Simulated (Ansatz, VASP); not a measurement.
One calculation of PbS, two programs

INCAR

```
SYSTEM = PbS
PREC = Accurate
ENCUT = 520
EDIFF = 1E-6
ISMEAR = -1
SIGMA = 0.05
LREAL = .FALSE.
LASPH = .TRUE.
NELM = 80
ALGO = Normal
ISIF = 2
LWAVE = .FALSE.
LCHARG = .FALSE.
NBANDS = 17
```

Contents of KPOINTS:

```
regular mesh
0
G
  8 8 8
  0 0 0
```

POSCAR

```
PbS
1.0
    2.0841087231      1.2032607323      3.4052630159
   -2.0841087231      1.2032607323      3.4052630159
    0.0000000000     -2.4065214646      3.4052630159
Pb S
1 1
Direct
    0.9805657800      0.9805657800      0.9805657800
    0.4750355500      0.4750355500      0.4750355500
```

The input input.yaml:

```yaml
crystal:
  lattice:
    - [2.0841087231, 1.2032607323, 3.4052630159]
    - [-2.0841087231, 1.2032607323, 3.4052630159]
    - [0.0, -2.4065214646, 3.4052630159]
  atoms:
    - { symbol: Pb, position: [0.98056578, 0.98056578, 0.98056578] }
    - { symbol: S, position: [0.47503555, 0.47503555, 0.47503555] }
kpoints:
  mp_grid: { grid: [8, 8, 8] }
scf:
  occupations: { method: fermi_dirac, width: 0.05 }
hamiltonian:
  xc: lda
  pseudopotentials: { kind: all_electron, lapw: { basis_error: 0.001 } }
output:
  forces: true
  stress: true
  eigenvalues: true
```

Change from the starting cell: volume scaled by 0.96.

Alike in both runs: task single point; functional LDA; k mesh 8 × 8 × 8; occupations fermi-dirac, width 0.05 eV; no spin polarisation.

|  | VASP | Ansatz |
| --- | --- | --- |
| version | VASP 6.6.1 | Ansatz 0.2.0 |
| potentials or method | VASP PAW LDA potentials, release 64 (Pb_d, S), cutoff 520 eV | all-electron LAPW, scalar-relativistic |

VASP gave:

| Quantity | Value |
| --- | --- |
| gap on the k mesh at the Fermi level (eV) | 0.17 |
| least direct gap on the mesh (eV) | 0.17 |
| pressure (GPa) | -1.5 |
| rms of the force components (eV/Å) | 0.010 |

Problem. What did Ansatz give for the same quantities?

Solution. gap on the k mesh at the Fermi level (eV): 0.19; least direct gap on the mesh (eV): 0.19; pressure (GPa): -1.5; rms of the force components (eV/Å): 0.009.

LDA's correlation is that of Perdew and Zunger in VASP and of Perdew and Wang (1992) in Ansatz. Atom by atom the forces differ by 0.001 eV/Å (rms over components). Ansatz ran all-electron here, and VASP with PAW potentials.

Neither program's run includes spin-orbit coupling.
